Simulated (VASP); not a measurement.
Set up this calculation in VASP 6.6.1, as the native input.

- Task: single point
- Functional: PBE
- Dispersion: D3(BJ)
- Potentials or basis: VASP PAW PBE potentials, release 64 (Pb_d, Se)
- Cutoff: 520 eV
- k mesh: 10 × 10 × 10
- Occupations: gaussian, width 0.03 eV
- Spin: no spin polarisation
- Dipole correction: no
- Further INCAR settings: ALGO = Normal; EDIFF = 1e-06; NBANDS = 17

The structure of PbSe lies in POSCAR:

```
PbSe
1.0
    0.0000000000      3.0670873374      3.0670873374
    3.0670873374      0.0000000000      3.0670873374
    3.0670873374      3.0670873374      0.0000000000
Pb Se
1 1
Direct
    0.0000000000      0.0000000000      0.0000000000
    0.5000000000      0.5000000000      0.5000000000
```

These files were run (other wordings do the same):

INCAR

```
  ALGO = Normal
  EDIFF = 1E-6
  ENCUT = 520
  GGA = PE
  ISIF = 2
  ISMEAR = 0
  IVDW = 12
  LASPH = True
  LCHARG = True
  LELF = True
  LREAL = False
  LVHAR = True
  LWAVE = False
  NBANDS = 17
  NELM = 80
  PREC = Accurate
  SIGMA = 0.03
```

KPOINTS

```
k-points
0
Gamma
  10 10 10
```

Potentials or basis: VASP PAW PBE potentials, release 64 (Pb_d, Se).

The run is started by

```console
$ cat potpaw_PBE.64/Pb_d/POTCAR potpaw_PBE.64/Se/POTCAR > POTCAR
$ mpirun -np 1 vasp_std > vasp.out
```

Results of the run:

```
Pressure                   : 0.0 GPa
Band gap on the k mesh     : 0.31 eV, direct
Dispersion energy per atom : -0.366 eV
```

Caveat: spin-orbit coupling is left out, which moves the levels of the heavy elements.

Run time: 15 s on 1 thread of Intel(R) Xeon(R) 6975P-C (Granite Rapids), with other jobs on the host, peak memory 0.21 GiB.
